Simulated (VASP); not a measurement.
Here is a VASP 6.6.1 calculation.

File INCAR:

```
PREC = Accurate
ENCUT = 520
EDIFF = 1E-6
ISMEAR = 0
SIGMA = 0.15
LREAL = False
LASPH = True
NELM = 100
ALGO = Fast
ISIF = 2
LWAVE = False
LCHARG = False
GGA = PS
NBANDS = 10
```

File KPOINTS:

```
Automatic mesh
0
Gamma
  12 12 12
```

POSCAR

```
Rb
1.0
   -2.7358500000      2.7358500000      2.8060000000
    2.7358500000     -2.7358500000      2.8060000000
    2.7358500000      2.7358500000     -2.8060000000
Rb
1
Direct
    0.0000000000      0.0000000000      0.0000000000
```

Potentials or basis: VASP PAW PBE potentials, release 64 (Rb_sv).

Launch:

```console
$ cat potpaw_PBE.64/Rb_sv/POTCAR > POTCAR
$ mpirun -np 1 vasp_std > vasp.out
```

**Question.** Predict the pressure.

**Answer.** 0.1 GPa.

Caveat: the cell differs from its parent crystal (strain -0.025 along x and y, +0.000 along z); the PAW data sets were made with another functional, which shifts forces and pressure a little.
